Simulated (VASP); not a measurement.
The system is SiC.

```
Si C
1.0
     3.08100    0.00000    0.00000
    -1.54050    2.66822    0.00000
     0.00000    0.00000   15.12480
Si C
6 6
Direct
  0.00000 0.00000 0.00000
  0.00000 0.00000 0.50000
  0.33333 0.66667 0.16640
  0.66667 0.33333 0.66640
  0.66667 0.33333 0.33290
  0.33333 0.66667 0.83290
  0.33333 0.66667 0.04120
  0.66667 0.33333 0.54120
  0.66667 0.33333 0.20800
  0.33333 0.66667 0.70800
  0.00000 0.00000 0.37460
  0.00000 0.00000 0.87460
```

Base run:

```yaml
Program: VASP 6.6.1
Functional: PBE
Potentials_or_basis: VASP PAW PBE potentials, release 64 (Si, C)
Cutoff: 520 eV
k_mesh: 10 × 10 × 2, shifted
Occupations: fermi-dirac, width 0.02 eV
Spin: no spin polarisation
```

Its results: band gap on the k mesh 2.13 eV (least direct gap 3.21 eV); pressure 2.8 GPa; largest force 0.175 eV/Å.

Q: The run is repeated on the same cell with these changes: k mesh from 10 × 10 × 2, shifted to 10 × 10 × 2, through Γ; further incar settings from ALGO = Normal; EDIFF = 1e-08; NBANDS = 36; ISYM = 0 to ALGO = Normal; EDIFF = 1e-08; NBANDS = 36. What comes out?

A: Band gap on the k mesh 2.01 eV (least direct gap 3.12 eV); pressure 2.8 GPa; largest force 0.175 eV/Å.

Caveats: a shifted mesh leaves out Γ, where band edges can lie (at least some runs).

A k mesh can miss the band edges.
